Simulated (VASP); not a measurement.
A run of VASP 6.6.1:

Contents of INCAR:

```
PREC = Accurate
ENCUT = 520
EDIFF = 1E-7
ISMEAR = -1
SIGMA = 0.05
LREAL = F
LASPH = T
NELM = 100
ALGO = Normal
ISIF = 2
LWAVE = F
LCHARG = T
GGA = PE
LELF = T
LVHAR = T
NBANDS = 21
```

The input KPOINTS:

```
Automatic mesh
0
Gamma
  10 10 10
```

The input POSCAR:

```
Ge
1.0
    0.0848631000      2.8712015500      2.8712015500
    2.8712015500      0.0848631000      2.8712015500
    2.8712015500      2.8712015500      0.0848631000
Ge
2
Direct
    0.5000000000      0.5000000000      0.5000000000
    0.7500000000      0.7500000000      0.7500000000
```

Potentials or basis: VASP PAW PBE potentials, release 64 (Ge_d).

Command:

```sh
$ cat potpaw_PBE.64/Ge_d/POTCAR > POTCAR
$ mpirun -np 1 vasp_std > vasp.out
```

Hardware: 1 thread of Intel(R) Xeon(R) Platinum 8488C (Sapphire Rapids), on a shared host.

Problem. Estimate the wall time of this run.

Solution. Run time: 54 s on 1 thread of Intel(R) Xeon(R) Platinum 8488C (Sapphire Rapids) (shared host), peak memory 0.22 GiB. Counts: scf iterations 13, k points 116.
